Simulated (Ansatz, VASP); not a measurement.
KTaO3: VASP beside Ansatz

```
CELL_PARAMETERS angstrom
3.98830 -0.05982 -0.05982
-0.05982 3.98830 -0.05982
-0.05982 -0.05982 3.98830
ATOMIC_POSITIONS crystal
K 0.50000 0.50000 0.50000
Ta 0.00000 0.00000 0.00000
O 0.50000 0.00000 0.00000
O 0.00000 0.50000 0.00000
O 0.00000 0.00000 0.50000
```

Change from the starting cell: equal xy, yz and zx shear strains of -3 %, crystal datasets.

Alike in both runs: task electric field gradients; functional LDA; k mesh 5 × 5 × 5; occupations fermi-dirac, width 0.01 eV; no spin polarisation.

|  | VASP | Ansatz |
| --- | --- | --- |
| version | VASP 6.6.1 | Ansatz 0.2.0 |
| potentials or method | VASP PAW LDA potentials, release 64 (K_sv, Ta_pv, O), cutoff 520 eV | all-electron PAW with datasets made for the crystal, scalar-relativistic |

VASP gave:

* gap on the k mesh at the Fermi level (eV): 2.01
* pressure (GPa): -4.3
* traceless stress, the component that is largest in VASP (GPa): 2.99
* size of Vzz on the site where it differs most (V/Å²): 69.8

Question: What did Ansatz give for the same quantities?

Answer: gap on the k mesh at the Fermi level (eV): 2.06; pressure (GPa): -5.4; traceless stress, the component that is largest in VASP (GPa): 2.99; size of Vzz on the site where it differs most (V/Å²): 75.5.

LDA's correlation is that of Perdew and Zunger in VASP and of Perdew and Wang (1992) in Ansatz. Ansatz ran all-electron here, and VASP with PAW potentials.

Neither program's run includes spin-orbit coupling.
